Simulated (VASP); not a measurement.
# Cu in VASP: settings compared, part 2 of 2

VASP 6.6.1. The steps go on from the part before.

**3. Single point, PBEsol**

This run uses another cell than the first one.

The input, INCAR:

```
  PREC = Accurate
  ENCUT = 520
  EDIFF = 1E-6
  ISMEAR = 1
  SIGMA = 0.1
  LREAL = False
  LASPH = True
  NELM = 60
  ALGO = Normal
  ISIF = 2
  LWAVE = False
  LCHARG = True
  LDIPOL = True
  IDIPOL = 3
  DIPOL = 0.5 0.5 0.500
  GGA = PS
  LELF = True
  LVHAR = True
  LVACPOTAV = True
  NBANDS = 48
```

The input, KPOINTS:

```
regular mesh
0
Gamma
  15 15 1
```

The input, POSCAR:

```
Cu
1.0
    2.5195283582      0.0000000000      0.0000000000
    1.2597641791      2.1819755638      0.0000000000
    0.0000000000      0.0000000000     28.3431177410
Cu
7
Direct
    0.0000000000      0.0000000000      0.2827226078
    0.3333333333      0.3333333333      0.3546690182
    0.6666666667      0.6666666667      0.4272368309
    0.0000000000      0.0000000000      0.4999999751
    0.3333333333      0.3333333333      0.5727631303
    0.6666666667      0.6666666667      0.6453309851
    0.0000000000      0.0000000000      0.7172774525
```

Potentials or basis: VASP PAW PBE potentials, release 64 (Cu).

Started as:

```console
$ cat potpaw_PBE.64/Cu/POTCAR > POTCAR
$ mpirun -np 1 vasp_std > vasp.out
```

OUTCAR:

```text
PREC = Accurate
   ENCUT = 520
   EDIFF = 1E-6
   ISMEAR = 1
   LREAL = False
   LASPH = True
   NELM = 60
   ISIF = 2
   GGA = PS

 ion  position               nearest neighbor table
   1  0.000  0.000  0.283-   2 2.50   2 2.50   2 2.50
   2  0.333  0.333  0.355-   1 2.50   1 2.50   1 2.50   3 2.52   3 2.52   3 2.52
   3  0.667  0.667  0.427-   2 2.52   2 2.52   2 2.52   4 2.52   4 2.52   4 2.52
   4  0.000  0.000  0.500-   3 2.52   3 2.52   3 2.52   5 2.52   5 2.52   5 2.52
   5  0.333  0.333  0.573-   6 2.52   6 2.52   6 2.52   4 2.52   4 2.52   4 2.52
   6  0.667  0.667  0.645-   7 2.50   7 2.50   7 2.50   5 2.52   5 2.52   5 2.52
   7  0.000  0.000  0.717-   6 2.50   6 2.50   6 2.50

  LATTYP: Found a hexagonal cell.
 ALAT       =     2.5195283582
 C/A-ratio  =    11.2493743713

  Lattice vectors:

 A1 = (  -1.2597641791,  -2.1819755638,   0.0000000000)
 A2 = (   2.5195283582,   0.0000000000,   0.0000000000)
 A3 = (   0.0000000000,   0.0000000000,  28.3431177410)

Analysis of symmetry for initial positions (statically):
=====================================================================
 Subroutine PRICEL returns:
 Original cell was already a primitive cell.

 Routine SETGRP: Setting up the symmetry group for a
 hexagonal supercell.

 Subroutine GETGRP returns: Found 12 space group operations
 (whereof 12 operations were pure point group operations)
 out of a pool of 24 trial point group operations.

The static configuration has the point symmetry D_3d.

Analysis of symmetry for dynamics (positions and initial velocities):
=====================================================================
 Subroutine PRICEL returns:
 Original cell was already a primitive cell.

 Routine SETGRP: Setting up the symmetry group for a
 hexagonal supercell.

 Subroutine GETGRP returns: Found 12 space group operations
 (whereof 12 operations were pure point group operations)
 out of a pool of 24 trial point group operations.

The dynamic configuration has the point symmetry D_3d.

 Subroutine INISYM returns: Found 12 space group operations
 (whereof 12 operations are pure point group operations),
 and found     1 'primitive' translations

----------------------------------------------------------------------------------------

                                     Primitive cell

  volume of cell :     155.8177

  direct lattice vectors                    reciprocal lattice vectors
     2.519528358  0.000000000  0.000000000     0.396899680 -0.229150137  0.000000000
     1.259764179  2.181975564  0.000000000     0.000000000  0.458300275  0.000000000
     0.000000000  0.000000000 28.343117741     0.000000000  0.000000000  0.035281934

  length of vectors
     2.519528358  2.519528358 28.343117741     0.458300275  0.458300275  0.035281934

  position of ions in fractional coordinates (direct lattice)
     0.000000000  0.000000000  0.282722608
     0.333333333  0.333333333  0.354669018
     0.666666667  0.666666667  0.427236831
     0.000000000  0.000000000  0.499999975
     0.333333333  0.333333333  0.572763130
     0.666666667  0.666666667  0.645330985
     0.000000000  0.000000000  0.717277452

  ion indices of the primitive-cell ions
   primitive index   ion index
                 1           1
                 2           2
                 3           3
                 4           4
                 5           5
[... 57 lines left out ...]
   number of dos      NEDOS =    301   number of ions     NIONS =      7
   total plane-waves  NPLWV =  86400
   dimension x,y,z NGX =    20 NGY =   20 NGZ =  216
   dimension x,y,z NGXF=    40 NGYF=   40 NGZF=  432
   ions per type =               7
   NGX,Y,Z   is equivalent  to a cutoff of  13.20, 13.20, 12.67 a.u.
   NGXF,Y,Z  is equivalent  to a cutoff of  26.39, 26.39, 25.34 a.u.
 SYSTEM =  unknown system
   PREC   = accura    normal or accurate (medium, high low for compatibility)
   ISTART =      0    job   : 0-new  1-cont  2-samecut
   ICHARG =      2    charge: 1-file 2-atom 10-const
   ISPIN  =      1    spin polarized calculation?
   LNONCOLLINEAR =      F non collinear calculations
   LSORBIT =      F    spin-orbit coupling
   LASPH  =      T    aspherical Exc in radial PAW
   ENCUT  =  520.0 eV  38.22 Ry    6.18 a.u.   4.68  4.68 52.70*2*pi/ulx,y,z
   NELM   =     60;   NELMIN=  2; NELMDL= -5     # of ELM steps
   EDIFF  = 0.1E-05   stopping-criterion for ELM
   LREAL  =      F    real-space projection
   EDIFFG = 0.1E-04   stopping-criterion for IOM
   NSW    =      0    number of steps for IOM
   IBRION =     -1    ionic relax: 0-MD 1-quasi-New 2-CG
   NFREE  =      0    steps in history (QN), initial steepest desc. (CG)
   ISIF   =      2    stress and relaxation
   ISYM   =      2    0-nonsym 1-usesym 2-fastsym
   POTIM  = 0.5000    time-step for ionic-motion
   TEBEG  =    0.0;   TEEND  =   0.0 temperature during run
   PSTRESS=    0.0 pullay stress
   NELECT =      77.0000    total number of electrons
   NUPDOWN=      -1.0000    fix difference up-down
   EMIN   =  10.00;   EMAX   =-10.00  energy-range for DOS
   EFERMI =   0.00;   METHOD = LEGACY
   ISMEAR =     1;   SIGMA  =   0.10  broadening in eV -4-tet -1-fermi 0-gaus
   EFERMI_NEDOS =   21; number of points for ismear=-14 and -15
   IALGO  =     38    algorithm
   IMIX   =      4    mixing-type and parameters
     AMIX     =   0.40;   BMIX     =  1.00
     AMIX_MAG =   1.60;   BMIX_MAG =  1.00
  volume/ion in A,a.u.               =      22.26       150.22
  Fermi-wavevector in a.u.,A,eV,Ry     =   1.294294  2.445860 22.792426  1.675196
  Thomas-Fermi vector in A             =   2.425886
   LORBIT       =      0    0 simple, 1 ext, 2 COOP (PROOUT), +10 PAW based schemes
   GGA     = PS    functional components
   LHFCALC =     F    Hartree Fock is set to
   AEXX    =    0.0000 exact exchange contribution
   IVDW    =     0    specifies the selected vdW correction
   LEPSILON=     F    determine dielectric tensor
   LRPA    =     F    only Hartree local field effects (RPA)
 non-spin polarized calculation
 Methfessel and Paxton  Order N= 1 SIGMA  =   0.10
  energy-cutoff  :      520.00
  volume of cell :      155.82
 maximum number of plane-waves:      4233
   NGX =  9   NGY =  9   NGZ =105

 dipolmoment           0.000000      0.000000     -0.000000 electrons x Angstroem

 number of electron      77.0000019 magnetization

 dipolmoment           0.000000      0.000000      0.000000 electrons x Angstroem

 Free energy of the ion-electron system (eV)
  ---------------------------------------------------
  ext. energy  EPLUGINS =         0.00000000
  ---------------------------------------------------
  free energy    TOTEN  =       -29.07990273 eV

  energy without entropy =      -29.08012505  energy(sigma->0) =      -29.07997684

 E-fermi :   1.7158     XC(G=0):  -7.3389

 val. band max:        1.6852192279   @ k =   0.2667   0.1333   0.0000
 cond. band min:       1.7639678571   @ k =  -0.4667   0.1333   0.0000
 fundamental gap:      0.0787486292
 Fermi energy:         1.7157752156

 k-point     1 :       0.0000    0.0000    0.0000
  band No.  band energies     occupation
      1      -7.9785      2.00000
      2      -7.4722      2.00000
      3      -6.6622      2.00000
      4      -5.6555      2.00000
      5      -4.6260      2.00000
      6      -3.9513      2.00000
[... 1213 lines left out ...]
     47       9.0150      0.00000
     48       9.4249      0.00000

 [... further k-points ...]

------------------------ aborting loop because EDIFF is reached ----------------------------------------

  FORCE on cell =-STRESS in cart. coord.  units (eV):
  Direction    XX          YY          ZZ          XY          YZ          ZX
  --------------------------------------------------------------------------------------
  -------------------------------------------------------------------------------------
  Total       -1.3013209     -1.3013209      0.3555015     -0.0000000      0.0000000      0.0000000
  in kB      -13.3806818    -13.3806818      3.6554032     -0.0000000      0.0000000      0.0000000
  external PRESSURE =      -7.7019868 kB  Pullay stress =       0.0000000 kB

 VOLUME and BASIS-vectors are now :
 -----------------------------------------------------------------------------
  energy-cutoff  :      520.00
  volume of cell :      155.82
      direct lattice vectors                 reciprocal lattice vectors
     2.519528358  0.000000000  0.000000000     0.396899680 -0.229150137  0.000000000
     1.259764179  2.181975564  0.000000000     0.000000000  0.458300275  0.000000000
     0.000000000  0.000000000 28.343117741     0.000000000  0.000000000  0.035281934

 POSITION                                       TOTAL-FORCE (eV/Angst)
 -----------------------------------------------------------------------------------
      0.00000      0.00000      8.01324        -0.000000     -0.000000     -0.033433
      1.25976      0.72733     10.05243         0.000000     -0.000000     -0.001761
      2.51953      1.45465     12.10922         0.000000     -0.000000      0.000635
      0.00000      0.00000     14.17156        -0.000000      0.000000      0.000000
      1.25976      0.72733     16.23389        -0.000000      0.000000     -0.000635
      2.51953      1.45465     18.29069        -0.000000      0.000000      0.001761
      0.00000      0.00000     20.32988         0.000000      0.000000      0.033433
 -----------------------------------------------------------------------------------
    total drift:                                0.000000      0.000000      0.000028

  FREE ENERGIE OF THE ION-ELECTRON SYSTEM (eV)
  ---------------------------------------------------
  free  energy   TOTEN  =       -29.0799027303 eV

  energy  without entropy=      -29.0801250461  energy(sigma->0) =      -29.07997684

 vacuum level on the upper side and lower side of the slab         6.640         6.640
```

Wall time 5.8 min (1 thread of Intel Xeon Platinum 8259CL at 2.50GHz (Skylake/Cascade Lake), shared host); peak memory 0.36 GiB.

Results:

```
Free energy            : -29.0799 eV
Largest force          : 0.033 eV/Å
Band gap on the k mesh : zero (an odd number of electrons rules out a gap without spin polarisation)
```

Forces in eV/Å, atoms in the order of the input:
```
Cu   0.000  0.000 -0.033
Cu   0.000  0.000 -0.002
Cu   0.000  0.000  0.001
Cu   0.000  0.000  0.000
Cu   0.000  0.000 -0.001
Cu   0.000  0.000  0.002
Cu   0.000  0.000  0.033
```

Caveat: the PAW data sets were made with another functional, which shifts forces and pressure a little.

The gap in the log of VASP goes by the Fermi energy; the results here count the filled bands.